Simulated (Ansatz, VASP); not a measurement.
## Two plane-wave programs on InP

INCAR

```
AGGAC = 1.0 ; AGGAX = 1.0
ALDAC = 0.0 ; ALDAX = 1.0
ALGO = Normal ; EDIFF = 1E-6
EDIFFG = -0.01 ; ENCUT = 600
GGA = B5 ; IBRION = 2
ISIF = 3 ; ISMEAR = -1
LASPH = T ; LCHARG = F
LREAL = F ; LWAVE = F
NELM = 60 ; NSW = 60
PREC = Accurate ; SIGMA = 0.05
```

The input KPOINTS:

```
k-points
0
Gamma
  8 8 8
```

POSCAR

```
InP
1.0
    0.0000000000      2.9305000000      2.9305000000
    2.9305000000      0.0000000000      2.9305000000
    2.9305000000      2.9305000000      0.0000000000
In P
1 1
Direct
    0.0000000000      0.0000000000      0.0000000000
    0.7500000000      0.7500000000      0.7500000000
```

Contents of input.yaml:

```yaml
crystal:
  lattice:
    - [0.0, 2.9305, 2.9305]
    - [2.9305, 0.0, 2.9305]
    - [2.9305, 2.9305, 0.0]
  atoms:
    - { symbol: In, position: [0.0, 0.0, 0.0] }
    - { symbol: P, position: [0.75, 0.75, 0.75] }
hamiltonian:
  xc: blyp
  pseudopotentials: { kind: paw }
kpoints:
  mp_grid: { grid: [8, 8, 8] }
scf:
  occupations: { method: fermi_dirac, width: 0.05 }
output:
  forces: true
  stress: true
relax:
  f_tol: 0.01
  max_steps: 40
  cell: { stress_tol: 0.05 }
```

Alike in both runs: task relaxation of cell and atoms; functional BLYP; k mesh 8 × 8 × 8; occupations fermi-dirac, width 0.05 eV; no spin polarisation.

|  | VASP | Ansatz |
| --- | --- | --- |
| version | VASP 6.6.1 | Ansatz 0.2.0 |
| potentials or method | VASP PAW PBE potentials, release 64 (In_d, P) | Ansatz PAW |
| plane-wave cutoff (eV) | 600 | 420 |
| valence electrons in the cell | 18 | 18 |

|  | VASP | Ansatz | Ansatz less VASP |
| --- | --- | --- | --- |
| relaxed volume (Å³/atom) | 28.00 | 28.02 | +0.022 |
| relaxed cell length with the largest relative difference (Å) | 4.294 | 4.296 | +0.0011 |

VASP's potentials were made for PBE, not for BLYP.

Noted on Ansatz's run: the plane-wave basis is chosen anew once the cell has moved, so the energies of steps on either side of that aren't comparable.
